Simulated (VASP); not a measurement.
# GaF (Pm-3m) in VASP: a series of runs

The runs below take GaF through single point, with r2SCANh.

Program: VASP 6.6.1. These are calculated values, not measurements. Logs are shortened: lines on timing, memory, paths and dates and some standing lists are left out, and cuts for length are marked.

## 1. The cell of the first run

It takes space group Pm-3m (No. 221, cubic). Conventional cell: a = 3.123 Å, b = 3.123 Å, c = 3.123 Å, α = 90.00°, β = 90.00°, γ = 90.00°. Within 3.6 Å of Ga (site symmetry m-3m) lie 8 F at 2.70 Å and 6 Ga at 3.12 Å. F (site symmetry m-3m) has 8 Ga at 2.70 Å and 6 F at 3.12 Å within 3.6 Å.

## 2. Single point, r2SCANh

POSCAR

```
GaF
1.0
    3.1231320521      0.0000000000      0.0000000000
    0.0000000000      3.1231320521      0.0000000000
    0.0000000000      0.0000000000      3.1231320521
Ga F
1 1
Direct
    0.0000000000      0.0000000000      0.0000000000
    0.5000000000      0.5000000000      0.5000000000
```

INCAR.step1

```
ALGO = Normal
EDIFF = 1E-5
ENCUT = 520
GGA = PE
ISIF = 2
ISMEAR = -1
LASPH = True
LCHARG = False
LREAL = False
LWAVE = True
NBANDS = 17
NELM = 80
PREC = Accurate
SIGMA = 0.05
```

INCAR.step2

```
AEXX = 0.1
ALGO = Normal
EDIFF = 1E-6
ENCUT = 520
ISIF = 2
ISMEAR = -1
ISTART = 1
LASPH = True
LCHARG = False
LHFCALC = True
LMIXTAU = True
LREAL = False
LWAVE = False
METAGGA = R2SCAN
NBANDS = 17
NELM = 80
PREC = Accurate
PRECFOCK = Normal
SIGMA = 0.05
```

KPOINTS

```
k-points
0
Gamma
  4 4 4
```

Potentials or basis: VASP PAW PBE potentials, release 64 (Ga_d, F).

Command:

```
> cat potpaw_PBE.64/Ga_d/POTCAR potpaw_PBE.64/F/POTCAR > POTCAR
> cp INCAR.step1 INCAR
> mpirun -np 1 vasp_std > vasp.out
> cp INCAR.step2 INCAR
> mpirun -np 1 vasp_std > vasp.out
```

OUTCAR:

```text
AEXX = 0.1
   EDIFF = 1E-6
   ENCUT = 520
   ISIF = 2
   ISMEAR = -1
   ISTART = 1
   LASPH = True
   LHFCALC = True
   LREAL = False
   METAGGA = R2SCAN
   NELM = 80
   PREC = Accurate
   PRECFOCK = Normal

 ion  position               nearest neighbor table
   1  0.000  0.000  0.000-
   2  0.500  0.500  0.500-

  LATTYP: Found a simple cubic cell.
 ALAT       =     3.1231320521

  Lattice vectors:

 A1 = (   3.1231320521,   0.0000000000,   0.0000000000)
 A2 = (   0.0000000000,   3.1231320521,   0.0000000000)
 A3 = (   0.0000000000,   0.0000000000,   3.1231320521)

Analysis of symmetry for initial positions (statically):
=====================================================================
 Subroutine PRICEL returns:
 Original cell was already a primitive cell.

 Routine SETGRP: Setting up the symmetry group for a
 simple cubic supercell.

 Subroutine GETGRP returns: Found 48 space group operations
 (whereof 48 operations were pure point group operations)
 out of a pool of 48 trial point group operations.

The static configuration has the point symmetry O_h .

Analysis of symmetry for dynamics (positions and initial velocities):
=====================================================================
 Subroutine PRICEL returns:
 Original cell was already a primitive cell.

 Routine SETGRP: Setting up the symmetry group for a
 simple cubic supercell.

 Subroutine GETGRP returns: Found 48 space group operations
 (whereof 48 operations were pure point group operations)
 out of a pool of 48 trial point group operations.

The dynamic configuration has the point symmetry O_h .

 Subroutine INISYM returns: Found 48 space group operations
 (whereof 48 operations are pure point group operations),
 and found     1 'primitive' translations

----------------------------------------------------------------------------------------

                                     Primitive cell

  volume of cell :      30.4629

  direct lattice vectors                    reciprocal lattice vectors
     3.123132052  0.000000000  0.000000000     0.320191392  0.000000000  0.000000000
     0.000000000  3.123132052  0.000000000     0.000000000  0.320191392  0.000000000
     0.000000000  0.000000000  3.123132052     0.000000000  0.000000000  0.320191392

  length of vectors
     3.123132052  3.123132052  3.123132052     0.320191392  0.320191392  0.320191392

[... 70 lines left out ...]
   NFREE  =      0    steps in history (QN), initial steepest desc. (CG)
   ISIF   =      2    stress and relaxation
   ISYM   =      3    0-nonsym 1-usesym 2-fastsym
   POTIM  = 0.5000    time-step for ionic-motion
   TEBEG  =    0.0;   TEEND  =   0.0 temperature during run
   PSTRESS=    0.0 pullay stress
   NELECT =      20.0000    total number of electrons
   NUPDOWN=      -1.0000    fix difference up-down
   EMIN   =  10.00;   EMAX   =-10.00  energy-range for DOS
   EFERMI =   0.00;   METHOD = LEGACY
   ISMEAR =    -1;   SIGMA  =   0.05  broadening in eV -4-tet -1-fermi 0-gaus
   EFERMI_NEDOS =   21; number of points for ismear=-14 and -15
   IALGO  =     38    algorithm
   IMIX   =      1    mixing-type and parameters
     AMIX     =   0.40;   BMIX     =  1.00
     AMIX_MAG =   1.60;   BMIX_MAG =  1.00
  volume/ion in A,a.u.               =      15.23       102.79
  Fermi-wavevector in a.u.,A,eV,Ry     =   1.422857  2.688809 27.545281  2.024521
  Thomas-Fermi vector in A             =   2.543516
   LORBIT       =      0    0 simple, 1 ext, 2 COOP (PROOUT), +10 PAW based schemes
   METAGGA = R2SCAN    functional components
   LHFCALC =     T    Hartree Fock is set to
   PRECFOCK=normal    Normal, Fast or Accurate (Low or Medium for compatibility)
   ENCUT4O =  -1.0   cutoff for four orbital integrals eV
   NKREDX  =     1    reduce k-point grid by
   NKREDY  =     1    reduce k-point grid by
   NKREDZ  =     1    reduce k-point grid by
   AEXX    =    0.1000 exact exchange contribution
   HFSCREEN=    0.0000 screening length (either q_TF or 0.3 A-1)
   HFSCREENC=   0.0000 screening length for correlation (either q_TF or 0.3 A-1)
   ENCUTFOCK=  -1.0 apply spherical cutoff to Coloumb kernel
   IVDW    =     0    specifies the selected vdW correction
   LEPSILON=     F    determine dielectric tensor
   LRPA    =     F    only Hartree local field effects (RPA)
 non-spin polarized calculation
  energy-cutoff  :      520.00
  volume of cell :       30.46
 maximum number of plane-waves:       840
 NGX is ok and might be reduce to    24
  NGX = 18; NGY = 18; NGZ = 18

 number of electron      19.9999986 magnetization

 Free energy of the ion-electron system (eV)
  ---------------------------------------------------
  ext. energy  EPLUGINS =         0.00000000
  ---------------------------------------------------
  free energy    TOTEN  =       -17.25887962 eV

  energy without entropy =      -17.25882884  energy(sigma->0) =      -17.25885423

 E-fermi :   3.1382     XC(G=0):  -9.9507

 val. band max:        2.8302411624   @ k =   0.5000   0.5000   0.5000
 cond. band min:       3.5012543888   @ k =   0.5000   0.0000   0.0000
 fundamental gap:      0.6710132264
 Fermi energy:         3.1382472915

 k-point     1 :       0.0000    0.0000    0.0000
  band No.  band energies     occupation
      1     -22.2979      2.00000
      2     -13.3553      2.00000
      3     -13.3553      2.00000
      4     -13.1752      2.00000
      5     -13.1752      2.00000
      6     -13.1752      2.00000
[... 177 lines left out ...]
      4     -13.2964      2.00000
      5     -13.1231      2.00000
      6     -13.1231      2.00000
[... 9 lines left out ...]
     16      16.0895      0.00000
     17      25.1015      0.00000

------------------------ aborting loop because EDIFF is reached ----------------------------------------

  FORCE on cell =-STRESS in cart. coord.  units (eV):
  Direction    XX          YY          ZZ          XY          YZ          ZX
  --------------------------------------------------------------------------------------
  -------------------------------------------------------------------------------------
  Total        0.1281837      0.1281837      0.1281837      0.0000000      0.0000000     -0.0000000
  in kB        6.7417465      6.7417465      6.7417465      0.0000000      0.0000000     -0.0000000
  external PRESSURE =       6.7417465 kB  Pullay stress =       0.0000000 kB

 VOLUME and BASIS-vectors are now :
 -----------------------------------------------------------------------------
  energy-cutoff  :      520.00
  volume of cell :       30.46
      direct lattice vectors                 reciprocal lattice vectors
     3.123132052  0.000000000  0.000000000     0.320191392  0.000000000  0.000000000
     0.000000000  3.123132052  0.000000000     0.000000000  0.320191392  0.000000000
     0.000000000  0.000000000  3.123132052     0.000000000  0.000000000  0.320191392

 POSITION                                       TOTAL-FORCE (eV/Angst)
 -----------------------------------------------------------------------------------
      0.00000      0.00000      0.00000         0.000000      0.000000      0.000000
      1.56157      1.56157      1.56157         0.000000      0.000000      0.000000
 -----------------------------------------------------------------------------------
    total drift:                                0.000000      0.000000     -0.000000

  FREE ENERGIE OF THE ION-ELECTRON SYSTEM (eV)
  ---------------------------------------------------
  free  energy   TOTEN  =       -17.2588796192 eV

  energy  without entropy=      -17.2588288351  energy(sigma->0) =      -17.25885423
```

Wall time 6.5 min (1 thread of AMD EPYC 7R43 (Zen 3), shared host); peak memory 0.12 GiB.

Results:

| Item | Value |
| --- | --- |
| Free energy | -17.2589 eV |
| Pressure | 0.7 GPa |
| Band gap on the k mesh | 0.67 eV, indirect (least direct gap 1.99 eV) |

Levels at points of the mesh, in eV from the valence-band top:
| k point | band 8 | band 9 | band 10 | band 11 | band 12 | band 13 |
| --- | --- | --- | --- | --- | --- | --- |
| (0.00, 0.00, 0.00) | -4.68 | -4.68 | -4.68 | 9.37 | 9.37 | 9.37 |
| (0.50, 0.00, 0.00) | -4.38 | -4.38 | -1.32 | 0.67 | 9.45 | 9.45 |
| (0.50, 0.50, 0.00) | -6.16 | -4.28 | -3.03 | 3.96 | 3.96 | 10.17 |
| (0.50, 0.50, 0.50) | -5.28 | -5.28 | 0.00 | 2.75 | 2.75 | 2.75 |

Caveat: the k points lie up to 0.50 Å⁻¹ apart; the PAW data sets were made with another functional, which shifts forces and pressure a little.

(Part 1 of 3 ends here.)
